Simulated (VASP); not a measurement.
Wanted: the native input for a VASP 6.6.1 run.

```
Task                   : single point
Functional             : PBEsol
Potentials or basis    : VASP PAW PBE potentials, release 64 (Sn_d)
Cutoff                 : 520 eV
k mesh                 : 12 × 12 × 12
Occupations            : fermi-dirac, width 0.1 eV
Spin                   : no spin polarisation
Dipole correction      : no
Further INCAR settings : ALGO = Normal; EDIFF = 1e-06; NBANDS = 13
```

The structure of Sn lies in POSCAR:

```
Sn
1.0
   -1.6912936206      1.7393011766      2.2906073406
    1.6912936206     -1.7393011766      2.2906073406
    1.6912936206      1.7393011766     -2.2906073406
Sn
1
Direct
    0.0000000000      0.0000000000      0.0000000000
```

The input as run:

INCAR

```
PREC     = Accurate       # precision mode
ENCUT    = 520            # plane-wave cutoff, eV
EDIFF    = 1E-6           # SCF threshold, eV
ISMEAR   = -1             # smearing method
SIGMA    = 0.1            # smearing width, eV
LREAL    = F              # projectors in reciprocal space
LASPH    = T              # aspherical terms in the spheres
NELM     = 80             # most SCF steps
ALGO     = Normal         # electronic algorithm
ISIF     = 2              # what is computed and relaxed
LWAVE    = F              # write WAVECAR
LCHARG   = T              # write CHGCAR
GGA      = PS             # functional
LELF     = T              # ELF
LVHAR    = T            
NBANDS   = 13             # bands
```

KPOINTS

```
Automatic mesh
0
Gamma
  12 12 12
```

Potentials or basis: VASP PAW PBE potentials, release 64 (Sn_d).

Run with:

```console
$ cat potpaw_PBE.64/Sn_d/POTCAR > POTCAR
$ mpirun -np 1 vasp_std > vasp.out
```

It gave:

```
Pressure               : -1.0 GPa
Band gap on the k mesh : zero (bands 7 and 8 overlap by 9.58 eV)
```

Caveat: the PAW data sets were made with another functional, which shifts forces and pressure a little; spin-orbit coupling is left out, which moves the levels of the heavy elements.

Run time: 2.4 min on 1 thread of Intel Xeon 8259CL, on a shared host, peak memory 0.23 GiB.
